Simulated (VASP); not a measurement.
# Ge2Sb2Se (P-3m1) in VASP: further runs

The runs below take Ge2Sb2Se through single point, relaxation of cell and atoms, with PBE.

All numbers are computed with VASP 6.6.1; they aren't measurements. Logs are shortened: lines on timing, memory, paths and dates and some standing lists are left out, and cuts for length are marked.

## Step 1: The cell of the first run

The structure is trigonal, space group P-3m1 (No. 164). The conventional cell has a = 4.417 Å, b = 4.417 Å, c = 7.958 Å, α = 90.00°, β = 90.00°, γ = 120.00°. Within 2.3 Å of Ge (site symmetry 3m) lie 1 Se at 1.75 Å. Sb (site symmetry 3m) has 3 Ge at 2.63 Å within 3.5 Å. Se (site symmetry -3m) has 2 Ge at 1.75 Å within 2.3 Å.

## Step 2: Single point, PBE

File INCAR:

```
  PREC = Accurate
  ENCUT = 520
  EDIFF = 1E-6
  ISMEAR = 0
  SIGMA = 0.1
  LREAL = F
  LASPH = T
  NELM = 60
  ALGO = Normal
  ISIF = 2
  LWAVE = F
  LCHARG = T
  GGA = PE
  LELF = T
  LVHAR = T
  NBANDS = 30
```

File KPOINTS:

```
Automatic mesh
0
Gamma
  6 6 2
```

File POSCAR:

```
Ge2Sb2Se
1.0
    4.4171871200      0.0000000000      0.0000000000
   -2.2085935600      3.8253962600      0.0000000000
    0.0000000000      0.0000000000      7.9581950500
Ge Sb Se
2 2 1
Direct
    0.0000000000      0.0000000000      0.2795328700
    0.0000000000      0.0000000000      0.7204671300
    0.3333333300      0.6666666700      0.1966173100
    0.6666666700      0.3333333300      0.8033826900
    0.0000000000      0.0000000000      0.5000000000
```

Potentials or basis: VASP PAW PBE potentials, release 64 (Ge_d, Sb, Se).

Started as:

```
cat potpaw_PBE.64/Ge_d/POTCAR potpaw_PBE.64/Sb/POTCAR potpaw_PBE.64/Se/POTCAR > POTCAR
mpirun -np 1 vasp_std > vasp.out
```

OUTCAR:

```text
PREC = Accurate
   ENCUT = 520
   EDIFF = 1E-6
   ISMEAR = 0
   LREAL = F
   LASPH = T
   NELM = 60
   ISIF = 2
   GGA = PE

 ion  position               nearest neighbor table
   1  0.000  0.000  0.280-   5 1.75   3 2.63   3 2.63   3 2.63
   2  0.000  0.000  0.720-   5 1.75   4 2.63   4 2.63   4 2.63
   3  0.333  0.667  0.197-   1 2.63   1 2.63   1 2.63
   4  0.667  0.333  0.803-   2 2.63   2 2.63   2 2.63
   5  0.000  0.000  0.500-   1 1.75   2 1.75

  LATTYP: Found a hexagonal cell.
 ALAT       =     4.4171871200
 C/A-ratio  =     1.8016431801

  Lattice vectors:

 A1 = (   4.4171871200,   0.0000000000,   0.0000000000)
 A2 = (  -2.2085935600,   3.8253962600,   0.0000000000)
 A3 = (   0.0000000000,   0.0000000000,   7.9581950500)

Analysis of symmetry for initial positions (statically):
=====================================================================
 Subroutine PRICEL returns:
 Original cell was already a primitive cell.

 Routine SETGRP: Setting up the symmetry group for a
 hexagonal supercell.

 Subroutine GETGRP returns: Found 12 space group operations
 (whereof 12 operations were pure point group operations)
 out of a pool of 24 trial point group operations.

The static configuration has the point symmetry D_3d.

Analysis of symmetry for dynamics (positions and initial velocities):
=====================================================================
 Subroutine PRICEL returns:
 Original cell was already a primitive cell.

 Routine SETGRP: Setting up the symmetry group for a
 hexagonal supercell.

 Subroutine GETGRP returns: Found 12 space group operations
 (whereof 12 operations were pure point group operations)
 out of a pool of 24 trial point group operations.

The dynamic configuration has the point symmetry D_3d.

 Subroutine INISYM returns: Found 12 space group operations
 (whereof 12 operations are pure point group operations),
 and found     1 'primitive' translations

----------------------------------------------------------------------------------------

                                     Primitive cell

  volume of cell :     134.4735

  direct lattice vectors                    reciprocal lattice vectors
     4.417187120  0.000000000  0.000000000     0.226388417  0.130705414  0.000000000
    -2.208593560  3.825396260  0.000000000     0.000000000  0.261410827  0.000000000
     0.000000000  0.000000000  7.958195050     0.000000000  0.000000000  0.125656634

  length of vectors
     4.417187120  4.417187121  7.958195050     0.261410827  0.261410827  0.125656634

  position of ions in fractional coordinates (direct lattice)
     0.000000000  0.000000000  0.279532870
     0.000000000  0.000000000  0.720467130
     0.333333330  0.666666670  0.196617310
     0.666666670  0.333333330  0.803382690
     0.000000000  0.000000000  0.500000000

  ion indices of the primitive-cell ions
   primitive index   ion index
                 1           1
                 2           2
                 3           3
                 4           4
                 5           5

----------------------------------------------------------------------------------------

 KPOINTS: Automatic mesh

Automatic generation of k-mesh.
 Grid dimensions read from file:
 generate k-points for:    6    6    2

 Generating k-lattice:

  Cartesian coordinates                     Fractional coordinates (reciprocal lattice)
     0.037731403  0.021784236  0.000000000     0.166666667  0.000000000  0.000000000
     0.000000000  0.043568471  0.000000000     0.000000000  0.166666667  0.000000000
     0.000000000  0.000000000  0.062828317     0.000000000  0.000000000  0.500000000

  Length of vectors
     0.043568471  0.043568471  0.062828317

  Shift w.r.t. Gamma in fractional coordinates (k-lattice)
     0.000000000  0.000000000  0.000000000

 Subroutine IBZKPT returns following result:
 ===========================================

 Found     14 irreducible k-points:

 Following reciprocal coordinates:
            Coordinates               Weight
  0.000000  0.000000  0.000000      1.000000
  0.166667  0.000000  0.000000      6.000000
  0.333333  0.000000  0.000000      6.000000
  0.500000  0.000000  0.000000      3.000000
  0.166667  0.166667  0.000000      6.000000
  0.333333  0.166667  0.000000     12.000000
  0.333333  0.333333  0.000000      2.000000
  0.000000  0.000000  0.500000      1.000000
  0.166667  0.000000  0.500000      6.000000
  0.333333  0.000000  0.500000      6.000000
  0.500000  0.000000  0.500000      3.000000
  0.166667  0.166667  0.500000      6.000000
  0.333333  0.166667  0.500000     12.000000
  0.333333  0.333333  0.500000      2.000000
   k-points           NKPTS =     14   k-points in BZ     NKDIM =     14   number of bands    NBANDS=     30
   number of dos      NEDOS =    301   number of ions     NIONS =      5
   total plane-waves  NPLWV =  77760
   dimension x,y,z NGX =    36 NGY =   36 NGZ =   60
   dimension x,y,z NGXF=    72 NGYF=   72 NGZF=  120
   ions per type =               2   2   1
   NGX,Y,Z   is equivalent  to a cutoff of  13.55, 13.55, 12.53 a.u.
   NGXF,Y,Z  is equivalent  to a cutoff of  27.10, 27.10, 25.07 a.u.
 SYSTEM =  unknown system
   PREC   = accura    normal or accurate (medium, high low for compatibility)
   ISTART =      0    job   : 0-new  1-cont  2-samecut
   ICHARG =      2    charge: 1-file 2-atom 10-const
   ISPIN  =      1    spin polarized calculation?
   LNONCOLLINEAR =      F non collinear calculations
   LSORBIT =      F    spin-orbit coupling
   LASPH  =      T    aspherical Exc in radial PAW
   ENCUT  =  520.0 eV  38.22 Ry    6.18 a.u.   8.21  8.21 14.80*2*pi/ulx,y,z
   NELM   =     60;   NELMIN=  2; NELMDL= -5     # of ELM steps
   EDIFF  = 0.1E-05   stopping-criterion for ELM
   LREAL  =      F    real-space projection
   EDIFFG = 0.1E-04   stopping-criterion for IOM
   NSW    =      0    number of steps for IOM
   IBRION =     -1    ionic relax: 0-MD 1-quasi-New 2-CG
   NFREE  =      0    steps in history (QN), initial steepest desc. (CG)
   ISIF   =      2    stress and relaxation
   ISYM   =      2    0-nonsym 1-usesym 2-fastsym
   POTIM  = 0.5000    time-step for ionic-motion
   TEBEG  =    0.0;   TEEND  =   0.0 temperature during run
   PSTRESS=    0.0 pullay stress
   NELECT =      44.0000    total number of electrons
   NUPDOWN=      -1.0000    fix difference up-down
   EMIN   =  10.00;   EMAX   =-10.00  energy-range for DOS
   EFERMI =   0.00;   METHOD = LEGACY
   ISMEAR =     0;   SIGMA  =   0.10  broadening in eV -4-tet -1-fermi 0-gaus
   EFERMI_NEDOS =   21; number of points for ismear=-14 and -15
   IALGO  =     38    algorithm
   IMIX   =      4    mixing-type and parameters
     AMIX     =   0.40;   BMIX     =  1.00
     AMIX_MAG =   1.60;   BMIX_MAG =  1.00
  volume/ion in A,a.u.               =      26.89       181.49
  Fermi-wavevector in a.u.,A,eV,Ry     =   1.128098  2.131796 17.314840  1.272605
  Thomas-Fermi vector in A             =   2.264787
   LORBIT       =      0    0 simple, 1 ext, 2 COOP (PROOUT), +10 PAW based schemes
   GGA     = PE    functional components
   LHFCALC =     F    Hartree Fock is set to
   AEXX    =    0.0000 exact exchange contribution
   IVDW    =     0    specifies the selected vdW correction
   LEPSILON=     F    determine dielectric tensor
   LRPA    =     F    only Hartree local field effects (RPA)
 non-spin polarized calculation
 Gauss-broadening in eV      SIGMA  =   0.10
  energy-cutoff  :      520.00
  volume of cell :      134.47
 maximum number of plane-waves:      3654
 NGX is ok and might be reduce to    36
   NGX = 17   NGY = 17   NGZ = 29

 number of electron      43.9999998 magnetization

 Free energy of the ion-electron system (eV)
  ---------------------------------------------------
  ext. energy  EPLUGINS =         0.00000000
  ---------------------------------------------------
  free energy    TOTEN  =        -8.19680557 eV

  energy without entropy =       -8.18197884  energy(sigma->0) =       -8.18939221

 E-fermi :   5.6520     XC(G=0):  -9.2382

 val. band max:        5.5474677793   @ k =   0.3333   0.1667   0.0000
 cond. band min:       5.6557891319   @ k =   0.1667   0.1667   0.5000
 fundamental gap:      0.1083213526
 Fermi energy:         5.6519910464

 k-point     1 :       0.0000    0.0000    0.0000
  band No.  band energies     occupation
      1     -20.8680      2.00000
      2     -20.7834      2.00000
      3     -20.3998      2.00000
      4     -20.3998      2.00000
      5     -20.3674      2.00000
      6     -20.3674      2.00000
[... 22 lines left out ...]
     29       8.7606      0.00000
     30      11.2489      0.00000

 k-point     2 :       0.1667    0.0000    0.0000
  band No.  band energies     occupation
      1     -20.8676      2.00000
      2     -20.7831      2.00000
      3     -20.4002      2.00000
      4     -20.3999      2.00000
      5     -20.3677      2.00000
      6     -20.3675      2.00000
[... 22 lines left out ...]
     29       9.4471      0.00000
     30      11.0959      0.00000

 k-point     3 :       0.3333    0.0000    0.0000
  band No.  band energies     occupation
      1     -20.8670      2.00000
      2     -20.7824      2.00000
      3     -20.4009      2.00000
      4     -20.4001      2.00000
      5     -20.3682      2.00000
      6     -20.3676      2.00000
[... 22 lines left out ...]
     29      10.6453      0.00000
     30      10.8706      0.00000

 k-point     4 :       0.5000    0.0000    0.0000
  band No.  band energies     occupation
      1     -20.8667      2.00000
      2     -20.7820      2.00000
      3     -20.4012      2.00000
      4     -20.4003      2.00000
      5     -20.3685      2.00000
      6     -20.3677      2.00000
[... 22 lines left out ...]
     29      11.8031      0.00000
     30      11.9352      0.00000

 k-point     5 :       0.1667    0.1667    0.0000
  band No.  band energies     occupation
      1     -20.8672      2.00000
      2     -20.7826      2.00000
      3     -20.4006      2.00000
      4     -20.4001      2.00000
      5     -20.3680      2.00000
      6     -20.3677      2.00000
[... 22 lines left out ...]
     29      10.4258      0.00000
     30      11.0894      0.00000

 k-point     6 :       0.3333    0.1667    0.0000
  band No.  band energies     occupation
      1     -20.8667      2.00000
      2     -20.7820      2.00000
      3     -20.4011      2.00000
      4     -20.4004      2.00000
      5     -20.3683      2.00000
      6     -20.3679      2.00000
[... 22 lines left out ...]
     29      10.9556      0.00000
     30      11.4119      0.00000

 k-point     7 :       0.3333    0.3333    0.0000
  band No.  band energies     occupation
      1     -20.8665      2.00000
      2     -20.7819      2.00000
      3     -20.4009      2.00000
      4     -20.4009      2.00000
      5     -20.3682      2.00000
      6     -20.3682      2.00000
[... 22 lines left out ...]
     29       9.8555      0.00000
     30      11.2410      0.00000

 k-point     8 :       0.0000    0.0000    0.5000
  band No.  band energies     occupation
      1     -20.8675      2.00000
      2     -20.7839      2.00000
      3     -20.3997      2.00000
      4     -20.3997      2.00000
      5     -20.3675      2.00000
      6     -20.3675      2.00000
[... 22 lines left out ...]
     29       9.6765      0.00000
     30      11.3805      0.00000

 k-point     9 :       0.1667    0.0000    0.5000
  band No.  band energies     occupation
      1     -20.8672      2.00000
      2     -20.7835      2.00000
      3     -20.4000      2.00000
      4     -20.3998      2.00000
      5     -20.3678      2.00000
      6     -20.3676      2.00000
[... 22 lines left out ...]
     29      10.1911      0.00000
     30      10.7706      0.00000

 k-point    10 :       0.3333    0.0000    0.5000
  band No.  band energies     occupation
      1     -20.8665      2.00000
      2     -20.7828      2.00000
      3     -20.4007      2.00000
      4     -20.4000      2.00000
      5     -20.3684      2.00000
      6     -20.3678      2.00000
[... 22 lines left out ...]
     29      10.7059      0.00000
     30      10.8205      0.00000

 k-point    11 :       0.5000    0.0000    0.5000
  band No.  band energies     occupation
      1     -20.8662      2.00000
      2     -20.7825      2.00000
      3     -20.4010      2.00000
      4     -20.4001      2.00000
      5     -20.3687      2.00000
      6     -20.3679      2.00000
[... 22 lines left out ...]
     29      11.6775      0.00000
     30      11.9023      0.00000

 k-point    12 :       0.1667    0.1667    0.5000
  band No.  band energies     occupation
      1     -20.8667      2.00000
      2     -20.7830      2.00000
      3     -20.4005      2.00000
      4     -20.4000      2.00000
      5     -20.3682      2.00000
      6     -20.3678      2.00000
[... 22 lines left out ...]
     29      10.5796      0.00000
     30      11.1471      0.00000

 k-point    13 :       0.3333    0.1667    0.5000
  band No.  band energies     occupation
      1     -20.8662      2.00000
      2     -20.7825      2.00000
      3     -20.4009      2.00000
      4     -20.4003      2.00000
      5     -20.3685      2.00000
      6     -20.3680      2.00000
[... 22 lines left out ...]
     29      11.1602      0.00000
     30      11.3618      0.00000

 k-point    14 :       0.3333    0.3333    0.5000
  band No.  band energies     occupation
      1     -20.8660      2.00000
      2     -20.7823      2.00000
      3     -20.4007      2.00000
      4     -20.4007      2.00000
      5     -20.3684      2.00000
      6     -20.3684      2.00000
[... 22 lines left out ...]
     29      10.6490      0.00000
     30      10.9362      0.00000

------------------------ aborting loop because EDIFF is reached ----------------------------------------

  FORCE on cell =-STRESS in cart. coord.  units (eV):
  Direction    XX          YY          ZZ          XY          YZ          ZX
  --------------------------------------------------------------------------------------
  -------------------------------------------------------------------------------------
  Total        6.8035027      6.8035027     91.2058749      0.0000000     -0.0000000      0.0000000
  in kB       81.0599510     81.0599510   1086.6672814      0.0000000     -0.0000000      0.0000000
  external PRESSURE =     416.2623945 kB  Pullay stress =       0.0000000 kB

 VOLUME and BASIS-vectors are now :
 -----------------------------------------------------------------------------
  energy-cutoff  :      520.00
  volume of cell :      134.47
      direct lattice vectors                 reciprocal lattice vectors
     4.417187120  0.000000000  0.000000000     0.226388417  0.130705414  0.000000000
    -2.208593560  3.825396260  0.000000000     0.000000000  0.261410827  0.000000000
     0.000000000  0.000000000  7.958195050     0.000000000  0.000000000  0.125656634

 POSITION                                       TOTAL-FORCE (eV/Angst)
 -----------------------------------------------------------------------------------
      0.00000      0.00000      2.22458         0.000000      0.000000    -23.465837
      0.00000      0.00000      5.73362        -0.000000      0.000000     23.465837
     -0.00000      2.55026      1.56472         0.000000      0.000000     -2.574156
      2.20859      1.27513      6.39348        -0.000000      0.000000      2.574156
      0.00000      0.00000      3.97910         0.000000      0.000000      0.000000
 -----------------------------------------------------------------------------------
    total drift:                                0.000000      0.000000      0.000000

  FREE ENERGIE OF THE ION-ELECTRON SYSTEM (eV)
  ---------------------------------------------------
  free  energy   TOTEN  =        -8.1968055738 eV

  energy  without entropy=       -8.1819788363  energy(sigma->0) =       -8.18939221
```

Wall time 41 s (1 thread of Intel Xeon 6975P-C (Granite Rapids), shared host); peak memory 0.28 GiB.

Results:

```
Free energy            : -8.1968 eV
Pressure               : 41.6 GPa
Largest force          : 23.466 eV/Å
Band gap on the k mesh : zero (band 22 reaches 5.81 eV, above the bottom of band 23 at 4.77 eV)
```

Forces on the atoms (eV/Å):
```
Ge    0.000   0.000 -23.466
Ge    0.000   0.000  23.466
Sb    0.000   0.000  -2.574
Sb    0.000   0.000   2.574
Se    0.000   0.000   0.000
```

Stress tensor (GPa, compression positive):
```
  8.11   0.00   0.00
  0.00   8.11   0.00
  0.00   0.00 108.67
```

Levels at points of the mesh, in eV from the Fermi level:
```
           k point  band 19  band 20  band 21  band 22  band 23  band 24  band 25  band 26
(0.00, 0.00, 0.00)    -2.63    -2.47    -1.25    -0.74    -0.74     0.79     1.08     1.08
(0.50, 0.00, 0.00)    -3.62    -1.90    -1.57    -0.75    -0.21     1.13     2.37     4.52
(0.00, 0.00, 0.50)    -2.65    -2.01    -1.02    -0.88    -0.88    -0.48     1.50     1.50
(0.50, 0.00, 0.50)    -3.88    -1.98    -1.10    -0.88     0.06     0.52     3.45     3.87
```

Caveat: the k points lie up to 0.39 Å⁻¹ apart; spin-orbit coupling is left out, which moves the levels of the heavy elements; this functional lacks dispersion, which binds the layers, so the pressure and a relaxed spacing across them are unreliable; forces of over 1 eV/Å act on the atoms, so gaps and moduli don't describe the material at rest.

[end of part 1 of 2]
